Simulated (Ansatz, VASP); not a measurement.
One calculation of CsPbCl3, two programs

Contents of INCAR:

```
SYSTEM = CsPbCl3
PREC = Accurate ; ENCUT = 520
EDIFF = 1E-6 ; ISMEAR = 0
SIGMA = 0.05 ; LREAL = .FALSE.
LASPH = .TRUE. ; NELM = 100
ALGO = Normal ; ISIF = 2
LWAVE = .FALSE. ; LCHARG = .FALSE.
GGA = CA ; NBANDS = 30
```

KPOINTS

```
Automatic mesh
0
G
  6 6 6
  0 0 0
```

File POSCAR:

```
CsPbCl3
1.0
    5.8848812372     -1.1769762474     -1.1769762474
   -1.1769762474      5.8848812372     -1.1769762474
   -1.1769762474     -1.1769762474      5.8848812372
Cs Pb Cl
1 1 3
Direct
    0.0000000000      0.0000000000      0.0000000000
    0.5000000000      0.5000000000      0.5000000000
    0.0000000000      0.5000000000      0.5000000000
    0.5000000000      0.0000000000      0.5000000000
    0.5000000000      0.5000000000      0.0000000000
```

Input for Ansatz:

```yaml
crystal:
  lattice:
    - [5.8848812372, -1.1769762474, -1.1769762474]
    - [-1.1769762474, 5.8848812372, -1.1769762474]
    - [-1.1769762474, -1.1769762474, 5.8848812372]
  atoms:
    - { symbol: Cs, position: [0.0, 0.0, 0.0] }
    - { symbol: Pb, position: [0.5, 0.5, 0.5] }
    - { symbol: Cl, position: [0.0, 0.5, 0.5] }
    - { symbol: Cl, position: [0.5, 0.0, 0.5] }
    - { symbol: Cl, position: [0.5, 0.5, 0.0] }
basis:
  ecutwfc: 420
kpoints:
  mp_grid: { grid: [6, 6, 6] }
hamiltonian:
  xc: lda
scf:
  occupations: { method: gaussian, width: 0.05 }
output:
  forces: true
  stress: true
  eigenvalues: true
```

Alike in both runs: task single point; functional LDA; k mesh 6 × 6 × 6; occupations gaussian, width 0.05 eV; no spin polarisation.

|  | VASP | Ansatz |
| --- | --- | --- |
| version | VASP 6.6.1 | Ansatz 0.2.0 |
| potentials or method | VASP PAW LDA potentials, release 64 (Cs_sv, Pb_d, Cl), cutoff 520 eV | scalar-relativistic, plane waves, PAW |
| valence electrons in the cell | 44 | 44 |

Ansatz gave:

- gap on the k mesh at the Fermi level (eV): 0.20
- least direct gap on the mesh (eV): 0.20
- pressure (GPa): -2.0
- traceless stress, the component that is largest in VASP (GPa): 4.97

Estimate VASP's values.

gap on the k mesh at the Fermi level (eV): 0.19; least direct gap on the mesh (eV): 0.19; pressure (GPa): -2.0; traceless stress, the component that is largest in VASP (GPa): 5.01.

LDA's correlation is that of Perdew and Zunger in VASP and of Perdew and Wang (1992) in Ansatz.

Spin-orbit coupling is off throughout.
